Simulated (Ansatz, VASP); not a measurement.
Si: VASP beside Ansatz

```
CELL_PARAMETERS angstrom
0.00000 2.63681 2.63681
2.63681 0.00000 2.63681
2.63681 2.63681 0.00000
ATOMIC_POSITIONS crystal
Si 0.50000 0.50000 0.50000
Si 0.75000 0.75000 0.75000
```

Alike in both runs: task single point; functional RPBE; k mesh 9 × 9 × 9; occupations fermi-dirac, width 0.05 eV; no spin polarisation.

```csv
,VASP,Ansatz
version,VASP 6.6.1,Ansatz 0.2.0
potentials or method,"VASP PAW PBE potentials, release 64 (Si), cutoff 520 eV","plane waves (420 eV) with PAW, scalar-relativistic"
valence electrons in the cell,8,8
```

```tsv
	VASP	Ansatz	Ansatz less VASP
pressure (GPa)	13.9	14.2	+0.31
```

VASP's potentials were made for PBE, not for RPBE.
